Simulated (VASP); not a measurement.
The system is C.

```
C
1.0
     2.10720    0.00000    0.00000
    -1.05360    1.82488    0.00000
     0.00000    0.00000    3.44105
C
2
Direct
  0.33333 0.66667 0.25000
  0.66667 0.33333 0.75000
```

```yaml
Program: VASP 6.6.1
Task: relaxation of cell and atoms
Functional: BLYP
Potentials_or_basis: VASP PAW PBE potentials, release 64 (C)
Cutoff: 600 eV
k_mesh: 17 × 17 × 9
Occupations: fermi-dirac, width 0.1 eV
Spin: no spin polarisation
```

At the start: pressure 28.1 GPa; volume 6.62 Å³/atom.

Q: How do energy, volume and symmetry change on relaxing?

A: Over 28 steps the energy falls by 409.3 meV/atom and the volume is 7.72 Å³/atom (+16.7 %); space group P6_3/mmc (No. 194, to 0.05 Å).

Step by step:
```
step  energy change (eV)  largest force (eV/Å)  pressure (GPa)  volume (Å³)
   1              0.0000                0.0000           28.08        13.23
   2             -0.1964                0.0000            1.46        15.58
   3             -0.1973                0.0000           -0.19        15.79
   4             -0.1973                0.0000            0.22        15.74
   5             -0.1977                0.0000            0.25        15.74
   6             -0.1989                0.0000            0.39        15.72
   7             -0.2057                0.0000            0.67        15.69
   8             -0.2433                0.0000            1.13        15.60
   9             -0.3403                0.0000            3.08        15.36
  10             -0.4808                0.0000            9.12        14.62
  11             -0.1603                0.0000           62.48        12.33
  12             -0.5458                0.0000           11.27        14.34
  13             -0.7060                0.0000           17.55        13.42
  14             -0.6807                0.0000           21.96        13.10
  15             -0.7006                0.0000           17.45        13.27
  16             -0.6939                0.0000           18.96        13.18
  17             -0.7082                0.0000           16.83        13.31
  18             -0.7434                0.0000           12.51        13.70
  19             -0.7907                0.0000            6.63        14.50
  20             -0.8015                0.0000           -5.79        16.20
  21             -0.8132                0.0000            1.66        15.34
  22             -0.8141                0.0000            0.17        15.51
  23             -0.8164                0.0000           -0.36        15.54
  24             -0.8180                0.0000           -1.20        15.59
  25             -0.8180                0.0000           -1.28        15.59
  26             -0.8184                0.0000           -0.74        15.53
  27             -0.8186                0.0000            0.28        15.41
  28             -0.8187                0.0000            0.00        15.44
```

Final structure:
```yaml
crystal:
  lattice:
    - [1.81061, 0.00000, 0.00000]
    - [-0.90531, 1.56804, 0.00000]
    - [0.00000, 0.00000, 5.43877]
  atoms:
    - { symbol: C, position: [0.33333, 0.66667, 0.25000] }
    - { symbol: C, position: [0.66667, 0.33333, 0.75000] }
```

Caveat: the volume moved by over 15 % at a fixed basis, so the end points are rough; the PAW data sets were made with another functional, which shifts forces and pressure a little.
